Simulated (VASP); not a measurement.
# Ca2P (Fm-3m) in VASP: single point with PBE

Aim: the single point of Ca2P with PBE.

Everything below comes from runs of VASP 6.6.1. Logs are shortened: lines on timing, memory, paths and dates and some standing lists are left out, and cuts for length are marked.

### Step 1. The cell of the first run

Symmetry: Fm-3m, No. 225, cubic system. Conventional cell: a = 6.827 Å, b = 6.827 Å, c = 6.827 Å, α = 90.00°, β = 90.00°, γ = 90.00°. Ca (site symmetry -43m) has 4 P at 2.96 Å and 6 Ca at 3.41 Å within 3.9 Å. Within 3.9 Å of P (site symmetry m-3m) lie 8 Ca at 2.96 Å.

### Step 2. Single point, PBE

Contents of POSCAR:

```
Ca2P
1.0
    0.0000000000      3.4135507257      3.4135507257
    3.4135507257      0.0000000000      3.4135507257
    3.4135507257      3.4135507257      0.0000000000
Ca P
2 1
Direct
    0.2500000000      0.2500000000      0.2500000000
    0.7500000000      0.7500000000      0.7500000000
    0.5000000000      0.5000000000      0.5000000000
```

Contents of INCAR.step1:

```
PREC = Accurate
ENCUT = 520
EDIFF = 1E-7
ISMEAR = 0
SIGMA = 0.1
LREAL = F
LASPH = T
NELM = 60
ALGO = Normal
ISIF = 2
LWAVE = F
LCHARG = T
GGA = PE
NBANDS = 20
```

Contents of KPOINTS.step1:

```
Automatic mesh
0
Gamma
  12 12 12
```

Contents of INCAR.step2:

```
PREC = Accurate
ENCUT = 520
EDIFF = 1E-7
ISMEAR = -5
SIGMA = 0.1
LREAL = F
LASPH = T
NELM = 60
ALGO = Normal
ISIF = 2
LWAVE = F
LCHARG = F
GGA = PE
LORBIT = 11
NEDOS = 1001
ICHARG = 11
```

Contents of KPOINTS.step2:

```
Automatic mesh
0
Gamma
  18 18 18
```

Potentials or basis: VASP PAW PBE potentials, release 64 (Ca_sv, P).

Run with:

```bash
$ cat potpaw_PBE.64/Ca_sv/POTCAR potpaw_PBE.64/P/POTCAR > POTCAR
$ cp INCAR.step1 INCAR
$ cp KPOINTS.step1 KPOINTS
$ mpirun -np 1 vasp_std > vasp.out
$ cp INCAR.step2 INCAR
$ cp KPOINTS.step2 KPOINTS
$ mpirun -np 1 vasp_std > vasp.out
```

OUTCAR:

```text
PREC = Accurate
   ENCUT = 520
   EDIFF = 1E-7
   ISMEAR = -5
   LREAL = F
   LASPH = T
   NELM = 60
   ISIF = 2
   GGA = PE
   LORBIT = 11
   ICHARG = 11

 ion  position               nearest neighbor table
   1  0.250  0.250  0.250-   3 2.96   3 2.96   3 2.96   3 2.96
   2  0.750  0.750  0.750-   3 2.96   3 2.96   3 2.96   3 2.96
   3  0.500  0.500  0.500-   1 2.96   2 2.96   1 2.96   1 2.96   2 2.96   1 2.96   2 2.96   2 2.96

  LATTYP: Found a face centered cubic cell.
 ALAT       =     6.8271014514

  Lattice vectors:

 A1 = (   0.0000000000,   3.4135507257,   3.4135507257)
 A2 = (   3.4135507257,   0.0000000000,   3.4135507257)
 A3 = (   3.4135507257,   3.4135507257,   0.0000000000)

Analysis of symmetry for initial positions (statically):
=====================================================================
 Subroutine PRICEL returns:
 Original cell was already a primitive cell.

 Routine SETGRP: Setting up the symmetry group for a
 face centered cubic supercell.

 Subroutine GETGRP returns: Found 48 space group operations
 (whereof 48 operations were pure point group operations)
 out of a pool of 48 trial point group operations.

The static configuration has the point symmetry O_h .

Analysis of symmetry for dynamics (positions and initial velocities):
=====================================================================
 Subroutine PRICEL returns:
 Original cell was already a primitive cell.

 Routine SETGRP: Setting up the symmetry group for a
 face centered cubic supercell.

 Subroutine GETGRP returns: Found 48 space group operations
 (whereof 48 operations were pure point group operations)
 out of a pool of 48 trial point group operations.

The dynamic configuration has the point symmetry O_h .

 Subroutine INISYM returns: Found 48 space group operations
 (whereof 48 operations are pure point group operations),
 and found     1 'primitive' translations

----------------------------------------------------------------------------------------

                                     Primitive cell

  volume of cell :      79.5516

  direct lattice vectors                    reciprocal lattice vectors
     0.000000000  3.413550726  3.413550726    -0.146475046  0.146475046  0.146475046
     3.413550726  0.000000000  3.413550726     0.146475046 -0.146475046  0.146475046
     3.413550726  3.413550726  0.000000000     0.146475046  0.146475046 -0.146475046

  length of vectors
     4.827489732  4.827489732  4.827489732     0.253702222  0.253702222  0.253702222

  position of ions in fractional coordinates (direct lattice)
     0.250000000  0.250000000  0.250000000
     0.750000000  0.750000000  0.750000000
     0.500000000  0.500000000  0.500000000

  ion indices of the primitive-cell ions
   primitive index   ion index
                 1           1
                 2           2
                 3           3

----------------------------------------------------------------------------------------

 KPOINTS: Automatic mesh

Automatic generation of k-mesh.
 Grid dimensions read from file:
 generate k-points for:   18   18   18

 Generating k-lattice:

  Cartesian coordinates                     Fractional coordinates (reciprocal lattice)
    -0.008137503  0.008137503  0.008137503     0.055555556  0.000000000  0.000000000
     0.008137503 -0.008137503  0.008137503     0.000000000  0.055555556  0.000000000
     0.008137503  0.008137503 -0.008137503     0.000000000  0.000000000  0.055555556

  Length of vectors
     0.014094568  0.014094568  0.014094568

  Shift w.r.t. Gamma in fractional coordinates (k-lattice)
     0.000000000  0.000000000  0.000000000

 TETIRR: Found    806 inequivalent tetrahedra from    34992

 Subroutine IBZKPT returns following result:
 ===========================================

 Found    195 irreducible k-points:

 Following reciprocal coordinates:
            Coordinates               Weight
  0.000000  0.000000  0.000000      1.000000
  0.055556  0.000000  0.000000      8.000000
  0.111111  0.000000  0.000000      8.000000
  0.166667  0.000000  0.000000      8.000000
  0.222222  0.000000  0.000000      8.000000
  0.277778  0.000000  0.000000      8.000000
[... 16 lines left out ...]
 -0.277778  0.055556  0.000000     24.000000
 -0.222222  0.055556  0.000000     24.000000
 [... further k-points ...]
   k-points           NKPTS =    195   k-points in BZ     NKDIM =    195   number of bands    NBANDS=     16
   number of dos      NEDOS =   1001   number of ions     NIONS =      3
   total plane-waves  NPLWV =  46656
   dimension x,y,z NGX =    36 NGY =   36 NGZ =   36
   dimension x,y,z NGXF=    72 NGYF=   72 NGZF=   72
   ions per type =               2   1
   NGX,Y,Z   is equivalent  to a cutoff of  12.40, 12.40, 12.40 a.u.
   NGXF,Y,Z  is equivalent  to a cutoff of  24.79, 24.79, 24.79 a.u.
 SYSTEM =  unknown system
   PREC   = accura    normal or accurate (medium, high low for compatibility)
   ISTART =      0    job   : 0-new  1-cont  2-samecut
   ICHARG =     11    charge: 1-file 2-atom 10-const
   ISPIN  =      1    spin polarized calculation?
   LNONCOLLINEAR =      F non collinear calculations
   LSORBIT =      F    spin-orbit coupling
   LASPH  =      T    aspherical Exc in radial PAW
   ENCUT  =  520.0 eV  38.22 Ry    6.18 a.u.   8.98  8.98  8.98*2*pi/ulx,y,z
   NELM   =     60;   NELMIN=  2; NELMDL=  0     # of ELM steps
   EDIFF  = 0.1E-06   stopping-criterion for ELM
   LREAL  =      F    real-space projection
   EDIFFG = 0.1E-05   stopping-criterion for IOM
   NSW    =      0    number of steps for IOM
   IBRION =     -1    ionic relax: 0-MD 1-quasi-New 2-CG
   NFREE  =      0    steps in history (QN), initial steepest desc. (CG)
   ISIF   =      2    stress and relaxation
   ISYM   =      2    0-nonsym 1-usesym 2-fastsym
   POTIM  = 0.5000    time-step for ionic-motion
   TEBEG  =    0.0;   TEEND  =   0.0 temperature during run
   PSTRESS=    0.0 pullay stress
   NELECT =      25.0000    total number of electrons
   NUPDOWN=      -1.0000    fix difference up-down
   EMIN   =  10.00;   EMAX   =-10.00  energy-range for DOS
   EFERMI =   0.00;   METHOD = LEGACY
   ISMEAR =    -5;   SIGMA  =   0.10  broadening in eV -4-tet -1-fermi 0-gaus
   EFERMI_NEDOS =   21; number of points for ismear=-14 and -15
   IALGO  =     38    algorithm
   IMIX   =      4    mixing-type and parameters
     AMIX     =   0.40;   BMIX     =  1.00
     AMIX_MAG =   1.60;   BMIX_MAG =  1.00
  volume/ion in A,a.u.               =      26.52       178.95
  Fermi-wavevector in a.u.,A,eV,Ry     =   1.113026  2.103313 16.855250  1.238826
  Thomas-Fermi vector in A             =   2.249606
   LORBIT       =     11    0 simple, 1 ext, 2 COOP (PROOUT), +10 PAW based schemes
   GGA     = PE    functional components
   LHFCALC =     F    Hartree Fock is set to
   AEXX    =    0.0000 exact exchange contribution
   IVDW    =     0    specifies the selected vdW correction
   LEPSILON=     F    determine dielectric tensor
   LRPA    =     F    only Hartree local field effects (RPA)
 non-spin polarized calculation
 Fermi weights with tetrahedron method with Bloechl corrections
  energy-cutoff  :      520.00
  volume of cell :       79.55
 maximum number of plane-waves:      2168

 number of electron      25.0000005 magnetization

 Free energy of the ion-electron system (eV)
  ---------------------------------------------------
  ext. energy  EPLUGINS =         0.00000000
  ---------------------------------------------------
  free energy    TOTEN  =       -11.97226964 eV

  energy without entropy =      -11.97226964  energy(sigma->0) =      -11.97226964

 E-fermi :   4.3624     XC(G=0):  -8.9757

 val. band max:        4.3402093067   @ k =   0.4444   0.2778   0.1111
 cond. band min:       4.3692164802   @ k =  -0.3889   0.2222   0.0000
 fundamental gap:      0.0290071735
 Fermi energy:         4.3623695924

 k-point     1 :       0.0000    0.0000    0.0000
  band No.  band energies     occupation
      1     -37.3532      2.00000
      2     -37.2731      2.00000
      3     -18.4673      2.00000
      4     -18.4673      2.00000
      5     -18.4673      2.00000
      6     -18.2538      2.00000
[... 8 lines left out ...]
     15       4.8391      0.00000
     16       8.3217      0.00000

 k-point     2 :       0.0556    0.0000    0.0000
  band No.  band energies     occupation
      1     -37.3526      2.00000
      2     -37.2737      2.00000
      3     -18.4663      2.00000
      4     -18.4659      2.00000
      5     -18.4659      2.00000
      6     -18.2563      2.00000
[... 8 lines left out ...]
     15       4.8508      0.00000
     16       8.0073      0.00000

 k-point     3 :       0.1111    0.0000    0.0000
  band No.  band energies     occupation
      1     -37.3507      2.00000
      2     -37.2755      2.00000
      3     -18.4633      2.00000
      4     -18.4615      2.00000
      5     -18.4615      2.00000
      6     -18.2638      2.00000
[... 8 lines left out ...]
     15       4.8863      0.00000
     16       7.6264      0.00000

 k-point     4 :       0.1667    0.0000    0.0000
  band No.  band energies     occupation
      1     -37.3476      2.00000
      2     -37.2783      2.00000
      3     -18.4583      2.00000
      4     -18.4543      2.00000
      5     -18.4543      2.00000
      6     -18.2755      2.00000
[... 8 lines left out ...]
     15       4.9468      0.00000
     16       7.2850      0.00000
[... 324 lines left out ...]
 k-point    22 :      -0.3333    0.0556    0.0000
  band No.  band energies     occupation
      1     -37.3303      2.00000
      2     -37.2949      2.00000
      3     -18.4500      2.00000
      4     -18.4050      2.00000
      5     -18.3957      2.00000
      6     -18.3477      2.00000
[... 8 lines left out ...]
     15       5.6757      0.00000
     16       6.5314      0.00000

 k-point    23 :      -0.2778    0.0556    0.0000
  band No.  band energies     occupation
      1     -37.3362      2.00000
      2     -37.2891      2.00000
      3     -18.4593      2.00000
      4     -18.4201      2.00000
      5     -18.4123      2.00000
      6     -18.3277      2.00000
[... 8 lines left out ...]
     15       5.5743      0.00000
     16       6.8272      0.00000

 k-point    24 :      -0.2222    0.0556    0.0000
  band No.  band energies     occupation
      1     -37.3415      2.00000
      2     -37.2841      2.00000
      3     -18.4660      2.00000
      4     -18.4335      2.00000
      5     -18.4275      2.00000
      6     -18.3083      2.00000
[... 8 lines left out ...]
     15       5.3276      0.00000
     16       6.9741      0.00000

 [... further k-points ...]

------------------------ aborting loop because EDIFF is reached ----------------------------------------

  FORCE on cell =-STRESS in cart. coord.  units (eV):
  Direction    XX          YY          ZZ          XY          YZ          ZX
  --------------------------------------------------------------------------------------
  -------------------------------------------------------------------------------------
  Total        0.0702880      0.0702880      0.0702880      0.0000000     -0.0000000      0.0000000
  in kB        1.4156079      1.4156079      1.4156079      0.0000000     -0.0000000      0.0000000
  external PRESSURE =       1.4156079 kB  Pullay stress =       0.0000000 kB

 VOLUME and BASIS-vectors are now :
 -----------------------------------------------------------------------------
  energy-cutoff  :      520.00
  volume of cell :       79.55
      direct lattice vectors                 reciprocal lattice vectors
     0.000000000  3.413550726  3.413550726    -0.146475046  0.146475046  0.146475046
     3.413550726  0.000000000  3.413550726     0.146475046 -0.146475046  0.146475046
     3.413550726  3.413550726  0.000000000     0.146475046  0.146475046 -0.146475046

 POSITION                                       TOTAL-FORCE (eV/Angst)
 -----------------------------------------------------------------------------------
      1.70678      1.70678      1.70678        -0.000000      0.000000     -0.000000
      5.12033      5.12033      5.12033         0.000000     -0.000000      0.000000
      3.41355      3.41355      3.41355         0.000000      0.000000     -0.000000
 -----------------------------------------------------------------------------------
    total drift:                                0.000000      0.000000      0.000000

  FREE ENERGIE OF THE ION-ELECTRON SYSTEM (eV)
  ---------------------------------------------------
  free  energy   TOTEN  =       -11.9722696373 eV

  energy  without entropy=      -11.9722696373  energy(sigma->0) =      -11.97226964

 total charge

# of ion       s       p       d       tot
------------------------------------------
    1        2.046   5.848   0.284   8.178
    2        2.046   5.848   0.284   8.178
    3        1.013   1.507   0.000   2.520
--------------------------------------------------
tot          5.104  13.202   0.569  18.875
```

Run time: 6.6 min. Hardware: 1 thread of Intel Xeon 8259CL, shared host; peak memory 0.37 GiB.

What came out:

* Valence electrons inside the program's atomic spheres: Ca 8.18; P 2.52

Caveat: tetrahedron occupations give inexact forces and stress in metals.
